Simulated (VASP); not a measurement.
Input of a VASP 6.6.1 run:

File INCAR:

```
PREC = Accurate
ENCUT = 520
EDIFF = 1E-6
ISMEAR = 1
SIGMA = 0.1
LREAL = False
LASPH = True
NELM = 100
ALGO = Normal
ISIF = 2
LWAVE = False
LCHARG = False
GGA = PE
NBANDS = 29
```

Contents of KPOINTS:

```
Automatic mesh
0
Gamma
  4 4 4
```

Contents of POSCAR:

```
Sr3Zn
1.0
    5.2513405829      0.0000000000      0.0000000000
    0.0000000000      5.2513405829      0.0000000000
    0.0000000000      0.0000000000      5.2513405829
Sr Zn
3 1
Direct
    0.5000000000      0.0000000000      0.5000000000
    0.5000000000      0.5000000000      0.0000000000
    0.0000000000      0.5000000000      0.5000000000
    0.0000000000      0.0000000000      0.0000000000
```

Potentials or basis: VASP PAW PBE potentials, release 64 (Sr_sv, Zn).

Launch:

```sh
$ cat potpaw_PBE.64/Sr_sv/POTCAR potpaw_PBE.64/Zn/POTCAR > POTCAR
$ mpirun -np 1 vasp_std > vasp.out
```

Problem. Estimate the pressure.

Solution. 2.3 GPa.

Problem. Estimate the band gap on the k mesh.

Solution. Zero (band 21 reaches 2.77 eV, above the bottom of band 22 at 2.25 eV).
